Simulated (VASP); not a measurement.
# InAs (F-43m) in VASP: a series of runs

The runs below take InAs through single point, with PBE.

All numbers are computed with VASP 6.6.1; they aren't measurements. Logs are shortened: lines on timing, memory, paths and dates and some standing lists are left out, and cuts for length are marked.

## 1. The cell of the first run

Symmetry: F-43m, No. 216, cubic system. Conventional cell: a = 6.366 Å, b = 6.366 Å, c = 6.366 Å, α = 90.00°, β = 90.00°, γ = 90.00°. Within 3.6 Å of In (site symmetry -43m) lie 4 As at 2.76 Å. As (site symmetry -43m) has 4 In at 2.76 Å within 3.6 Å.

## 2. Single point, PBE, collinear spin, ferromagnetic start

Contents of INCAR:

```
SYSTEM = InAs
ALGO     = Normal         ! electronic algorithm
EDIFF    = 1E-6           ! SCF threshold, eV
ENCUT    = 520            ! plane-wave cutoff, eV
GGA      = PE             ! functional
ISIF     = 2              ! what is computed and relaxed
ISMEAR   = 0              ! smearing method
ISPIN    = 2              ! spin polarisation
LASPH    = .TRUE.         ! aspherical terms in the spheres
LCHARG   = .TRUE.         ! write CHGCAR
LELF     = .TRUE.         ! ELF
LORBIT   = 11             ! projections on sites
LREAL    = .FALSE.        ! projectors in reciprocal space
LVHAR    = .TRUE.       
LWAVE    = .FALSE.        ! write WAVECAR
MAGMOM   = 0.5 0          ! initial moments
NBANDS   = 20             ! bands
NELM     = 150            ! most SCF steps
PREC     = Accurate       ! precision mode
SIGMA    = 0.01           ! smearing width, eV
```

Contents of KPOINTS:

```
k-points
0
G
  8 8 8
  0 0 0
```

Contents of POSCAR:

```
InAs
1.0
    0.0000000000      3.1828675961      3.1828675961
    3.1828675961      0.0000000000      3.1828675961
    3.1828675961      3.1828675961      0.0000000000
In As
1 1
Direct
    0.0000000000      0.0000000000      0.0000000000
    0.7500000000      0.7500000000      0.7500000000
```

Potentials or basis: VASP PAW PBE potentials, release 64 (In_d, As).

Command:

```bash
$ cat potpaw_PBE.64/In_d/POTCAR potpaw_PBE.64/As/POTCAR > POTCAR
$ mpirun -np 1 vasp_std > vasp.out
```

OUTCAR:

```text
SYSTEM = InAs
   EDIFF = 1E-6
   ENCUT = 520
   GGA = PE
   ISIF = 2
   ISMEAR = 0
   ISPIN = 2
   LASPH = .TRUE.
   LORBIT = 11
   LREAL = .FALSE.
   NELM = 150
   PREC = Accurate

 ion  position               nearest neighbor table
   1  0.000  0.000  0.000-   2 2.76   2 2.76   2 2.76   2 2.76
   2  0.750  0.750  0.750-   1 2.76   1 2.76   1 2.76   1 2.76

  LATTYP: Found a face centered cubic cell.
 ALAT       =     6.3657351922

  Lattice vectors:

 A1 = (   0.0000000000,   3.1828675961,   3.1828675961)
 A2 = (   3.1828675961,   0.0000000000,   3.1828675961)
 A3 = (   3.1828675961,   3.1828675961,   0.0000000000)

Analysis of symmetry for initial positions (statically):
=====================================================================
 Subroutine PRICEL returns:
 Original cell was already a primitive cell.

 Routine SETGRP: Setting up the symmetry group for a
 face centered cubic supercell.

 Subroutine GETGRP returns: Found 24 space group operations
 (whereof 24 operations were pure point group operations)
 out of a pool of 48 trial point group operations.

The static configuration has the point symmetry T_d .

Analysis of symmetry for dynamics (positions and initial velocities):
=====================================================================
 Subroutine PRICEL returns:
 Original cell was already a primitive cell.

 Routine SETGRP: Setting up the symmetry group for a
 face centered cubic supercell.

 Subroutine GETGRP returns: Found 24 space group operations
 (whereof 24 operations were pure point group operations)
 out of a pool of 48 trial point group operations.

The dynamic configuration has the point symmetry T_d .

Analysis of structural, dynamic, and magnetic symmetry:
=====================================================================
 Subroutine PRICEL returns:
 Original cell was already a primitive cell.

 Routine SETGRP: Setting up the symmetry group for a
 face centered cubic supercell.

 Subroutine GETGRP returns: Found 24 space group operations
 (whereof 24 operations were pure point group operations)
 out of a pool of 48 trial point group operations.

The overall configuration has the point symmetry T_d .

 Subroutine INISYM returns: Found 24 space group operations
 (whereof 24 operations are pure point group operations),
 and found     1 'primitive' translations

----------------------------------------------------------------------------------------

                                     Primitive cell

  volume of cell :      64.4890

  direct lattice vectors                    reciprocal lattice vectors
     0.000000000  3.182867596  3.182867596    -0.157091046  0.157091046  0.157091046
     3.182867596  0.000000000  3.182867596     0.157091046 -0.157091046  0.157091046
     3.182867596  3.182867596  0.000000000     0.157091046  0.157091046 -0.157091046

  length of vectors
     4.501254522  4.501254522  4.501254522     0.272089673  0.272089673  0.272089673

  position of ions in fractional coordinates (direct lattice)
     0.000000000  0.000000000  0.000000000
     0.750000000  0.750000000  0.750000000

  ion indices of the primitive-cell ions
   primitive index   ion index
                 1           1
                 2           2

----------------------------------------------------------------------------------------

 KPOINTS: k-points

Automatic generation of k-mesh.
 Grid dimensions read from file:
 generate k-points for:    8    8    8

 Generating k-lattice:

  Cartesian coordinates                     Fractional coordinates (reciprocal lattice)
    -0.019636381  0.019636381  0.019636381     0.125000000  0.000000000  0.000000000
     0.019636381 -0.019636381  0.019636381     0.000000000  0.125000000  0.000000000
     0.019636381  0.019636381 -0.019636381     0.000000000  0.000000000  0.125000000

  Length of vectors
     0.034011209  0.034011209  0.034011209

  Shift w.r.t. Gamma in fractional coordinates (k-lattice)
     0.000000000  0.000000000  0.000000000

 Subroutine IBZKPT returns following result:
 ===========================================

 Found     29 irreducible k-points:

 Following reciprocal coordinates:
            Coordinates               Weight
  0.000000  0.000000  0.000000      1.000000
  0.125000  0.000000  0.000000      8.000000
  0.250000  0.000000  0.000000      8.000000
  0.375000  0.000000  0.000000      8.000000
  0.500000  0.000000  0.000000      4.000000
  0.125000  0.125000  0.000000      6.000000
[... 16 lines left out ...]
  0.500000  0.250000  0.125000     48.000000
 -0.375000  0.250000  0.125000     24.000000
 [... further k-points ...]
   k-points           NKPTS =     29   k-points in BZ     NKDIM =     29   number of bands    NBANDS=     20
   number of dos      NEDOS =    301   number of ions     NIONS =      2
   total plane-waves  NPLWV =  46656
   dimension x,y,z NGX =    36 NGY =   36 NGZ =   36
   dimension x,y,z NGXF=    72 NGYF=   72 NGZF=   72
   ions per type =               1   1
   NGX,Y,Z   is equivalent  to a cutoff of  13.30, 13.30, 13.30 a.u.
   NGXF,Y,Z  is equivalent  to a cutoff of  26.59, 26.59, 26.59 a.u.
 SYSTEM =  InAs
   PREC   = accura    normal or accurate (medium, high low for compatibility)
   ISTART =      0    job   : 0-new  1-cont  2-samecut
   ICHARG =      2    charge: 1-file 2-atom 10-const
   ISPIN  =      2    spin polarized calculation?
   LNONCOLLINEAR =      F non collinear calculations
   LSORBIT =      F    spin-orbit coupling
   LASPH  =      T    aspherical Exc in radial PAW
   ENCUT  =  520.0 eV  38.22 Ry    6.18 a.u.   8.37  8.37  8.37*2*pi/ulx,y,z
   NELM   =    150;   NELMIN=  2; NELMDL= -5     # of ELM steps
   EDIFF  = 0.1E-05   stopping-criterion for ELM
   LREAL  =      F    real-space projection
   EDIFFG = 0.1E-04   stopping-criterion for IOM
   NSW    =      0    number of steps for IOM
   IBRION =     -1    ionic relax: 0-MD 1-quasi-New 2-CG
   NFREE  =      0    steps in history (QN), initial steepest desc. (CG)
   ISIF   =      2    stress and relaxation
   ISYM   =      2    0-nonsym 1-usesym 2-fastsym
   POTIM  = 0.5000    time-step for ionic-motion
   TEBEG  =    0.0;   TEEND  =   0.0 temperature during run
   PSTRESS=    0.0 pullay stress
   NELECT =      18.0000    total number of electrons
   NUPDOWN=      -1.0000    fix difference up-down
   EMIN   =  10.00;   EMAX   =-10.00  energy-range for DOS
   EFERMI =   0.00;   METHOD = LEGACY
   ISMEAR =     0;   SIGMA  =   0.01  broadening in eV -4-tet -1-fermi 0-gaus
   EFERMI_NEDOS =   21; number of points for ismear=-14 and -15
   IALGO  =     38    algorithm
   IMIX   =      4    mixing-type and parameters
     AMIX     =   0.40;   BMIX     =  1.00
     AMIX_MAG =   1.60;   BMIX_MAG =  1.00
  volume/ion in A,a.u.               =      32.24       217.60
  Fermi-wavevector in a.u.,A,eV,Ry     =   1.069885  2.021789 15.573962  1.144654
  Thomas-Fermi vector in A             =   2.205578
   LORBIT       =     11    0 simple, 1 ext, 2 COOP (PROOUT), +10 PAW based schemes
   GGA     = PE    functional components
   LHFCALC =     F    Hartree Fock is set to
   AEXX    =    0.0000 exact exchange contribution
   IVDW    =     0    specifies the selected vdW correction
   LEPSILON=     F    determine dielectric tensor
   LRPA    =     F    only Hartree local field effects (RPA)
 spin polarized calculation
 Gauss-broadening in eV      SIGMA  =   0.01
  energy-cutoff  :      520.00
  volume of cell :       64.49
 maximum number of plane-waves:      1807
 NGX is ok and might be reduce to    36
   NGX = 17   NGY = 17   NGZ = 17

 number of electron      18.0000006 magnetization      -0.0002137

 number of electron      18.0000006 magnetization       0.0000171

 Free energy of the ion-electron system (eV)
  ---------------------------------------------------
  ext. energy  EPLUGINS =         0.00000000
  ---------------------------------------------------
  free energy    TOTEN  =        -7.65783250 eV

  energy without entropy =       -7.65780237  energy(sigma->0) =       -7.65781743

 E-fermi :   3.0853     XC(G=0):  -8.4334

 val. band max:        3.0822460564   @ k =   0.0000   0.0000   0.0000
 cond. band min:       3.7230603953   @ k =   0.5000   0.0000   0.0000
 fundamental gap:      0.6408143389
 Fermi energy:         3.0852815882

 spin component 1

 k-point     1 :       0.0000    0.0000    0.0000
  band No.  band energies     occupation
      1     -11.0756      1.00000
      2     -11.0756      1.00000
      3     -11.0756      1.00000
      4     -11.0020      1.00000
      5     -11.0020      1.00000
      6      -7.8974      1.00000
[... 12 lines left out ...]
     19      13.2480      0.00000
     20      15.5010      0.00000

 k-point     2 :       0.1250    0.0000    0.0000
  band No.  band energies     occupation
      1     -11.0853      1.00000
      2     -11.0723      1.00000
      3     -11.0723      1.00000
      4     -11.0020      1.00000
      5     -11.0020      1.00000
      6      -7.7770      1.00000
[... 12 lines left out ...]
     19      14.5030      0.00000
     20      16.6417      0.00000
[... 465 lines left out ...]
      3     -11.0473      1.00000
      4     -11.0064      1.00000
      5     -10.9963      1.00000
      6      -6.8342      1.00000
[... 12 lines left out ...]
     19      16.5943      0.00000
     20      18.4888      0.00000

 k-point    24 :      -0.3750    0.2500    0.1250
  band No.  band energies     occupation
      1     -11.1500      1.00000
      2     -11.0527      1.00000
      3     -11.0450      1.00000
      4     -11.0042      1.00000
      5     -10.9973      1.00000
      6      -6.6625      1.00000
[... 12 lines left out ...]
     19      17.0724      0.00000
     20      18.3592      0.00000

 [... further k-points ...]

 spin component 2

 k-point     1 :       0.0000    0.0000    0.0000
  band No.  band energies     occupation
      1     -11.0758      1.00000
      2     -11.0758      1.00000
      3     -11.0758      1.00000
      4     -11.0022      1.00000
      5     -11.0022      1.00000
      6      -7.8975      1.00000
[... 12 lines left out ...]
     19      13.2480      0.00000
     20      15.5011      0.00000

 k-point     2 :       0.1250    0.0000    0.0000
  band No.  band energies     occupation
      1     -11.0855      1.00000
      2     -11.0724      1.00000
      3     -11.0724      1.00000
      4     -11.0022      1.00000
      5     -11.0022      1.00000
      6      -7.7770      1.00000
[... 12 lines left out ...]
     19      14.5029      0.00000
     20      16.6418      0.00000
[... 465 lines left out ...]
      3     -11.0475      1.00000
      4     -11.0066      1.00000
      5     -10.9964      1.00000
      6      -6.8342      1.00000
[... 12 lines left out ...]
     19      16.5943      0.00000
     20      18.4893      0.00000

 k-point    24 :      -0.3750    0.2500    0.1250
  band No.  band energies     occupation
      1     -11.1502      1.00000
      2     -11.0529      1.00000
      3     -11.0451      1.00000
      4     -11.0043      1.00000
      5     -10.9975      1.00000
      6      -6.6625      1.00000
[... 12 lines left out ...]
     19      17.0723      0.00000
     20      18.3592      0.00000

 [... further k-points ...]
[... 5 lines left out ...]
  --------------------------------------------------------------------------------------
  -------------------------------------------------------------------------------------
  Total       -1.3480530     -1.3480530     -1.3480530      0.0000000      0.0000000      0.0000000
  in kB      -33.4912879    -33.4912879    -33.4912879      0.0000000      0.0000000      0.0000000
  external PRESSURE =     -33.4912879 kB  Pullay stress =       0.0000000 kB

 VOLUME and BASIS-vectors are now :
 -----------------------------------------------------------------------------
  energy-cutoff  :      520.00
  volume of cell :       64.49
      direct lattice vectors                 reciprocal lattice vectors
     0.000000000  3.182867596  3.182867596    -0.157091046  0.157091046  0.157091046
     3.182867596  0.000000000  3.182867596     0.157091046 -0.157091046  0.157091046
     3.182867596  3.182867596  0.000000000     0.157091046  0.157091046 -0.157091046

 POSITION                                       TOTAL-FORCE (eV/Angst)
 -----------------------------------------------------------------------------------
      0.00000      0.00000      0.00000         0.000000      0.000000      0.000000
      4.77430      4.77430      4.77430        -0.000000     -0.000000     -0.000000
 -----------------------------------------------------------------------------------
    total drift:                                0.000000      0.000000      0.000000

  FREE ENERGIE OF THE ION-ELECTRON SYSTEM (eV)
  ---------------------------------------------------
  free  energy   TOTEN  =        -7.6578324958 eV

  energy  without entropy=       -7.6578023665  energy(sigma->0) =       -7.65781743

 total charge

# of ion       s       p       d       tot
------------------------------------------
    1        0.856   0.598   9.871  11.325
    2        1.234   1.473   0.015   2.723
--------------------------------------------------
tot          2.090   2.072   9.886  14.048

 magnetization (x)

# of ion       s       p       d       tot
------------------------------------------
    1       -0.000  -0.000   0.000  -0.000
    2        0.000   0.000  -0.000   0.000
--------------------------------------------------
tot         -0.000  -0.000   0.000  -0.000
```

Wall time 2.3 min (1 thread of AMD EPYC 7R13, shared host); peak memory 0.24 GiB.

What came out:

- Free energy: -7.6578 eV
- Pressure: -3.3 GPa
- Band gap on the k mesh: zero (filled and empty bands touch)
- Net moment: 0.00 μB per cell
- Valence electrons inside the program's atomic spheres: In 11.32; As 2.72

Caveat: spin-orbit coupling is left out, which moves the levels of the heavy elements.

## 3. Single point, PBE

This run uses another cell than the first one, of 27.49 Å³/atom, 0.853 times its volume.

Contents of INCAR:

```
  ALGO = Normal
  EDIFF = 1E-7
  ENCUT = 520
  GGA = PE
  ISIF = 2
  ISMEAR = -1
  LASPH = True
  LCHARG = False
  LREAL = False
  LWAVE = False
  NBANDS = 16
  NELM = 100
  PREC = Accurate
  SIGMA = 0.06
```

Contents of KPOINTS:

```
k-points
0
Gamma
  6 6 6
```

Contents of POSCAR:

```
InAs
1.0
    0.0000000000      3.0180000000      3.0180000000
    3.0180000000      0.0000000000      3.0180000000
    3.0180000000      3.0180000000      0.0000000000
In As
1 1
Direct
    0.0000000000      0.0000000000      0.0000000000
    0.7500000000      0.7500000000      0.7500000000
```

Potentials or basis: VASP PAW PBE potentials, release 64 (In_d, As).

Command:

```bash
$ cat potpaw_PBE.64/In_d/POTCAR potpaw_PBE.64/As/POTCAR > POTCAR
$ mpirun -np 1 vasp_std > vasp.out
```

Wall time 33 s (1 thread of AMD EPYC 7R13, shared host); peak memory 0.15 GiB.

Results (log left out):

- Free energy: -7.6467 eV
- Pressure: 4.4 GPa
- Band gap on the k mesh: zero (filled and empty bands touch)

Levels at points of the mesh, in eV from the Fermi level:
```tsv
k point	band 5	band 6	band 7	band 8	band 9	band 10	band 11	band 12	band 13	band 14
(0.00, 0.00, 0.00)	-14.33	-11.94	-0.22	-0.05	-0.05	-0.05	3.86	3.86	3.86	7.48
(0.50, 0.00, 0.00)	-14.32	-10.46	-5.84	-1.04	-1.04	0.92	4.63	4.63	6.81	9.02
(0.50, 0.50, 0.00)	-14.31	-9.91	-5.91	-2.39	-2.39	1.49	2.01	9.17	9.26	9.26
```

Caveat: spin-orbit coupling is left out, which moves the levels of the heavy elements.
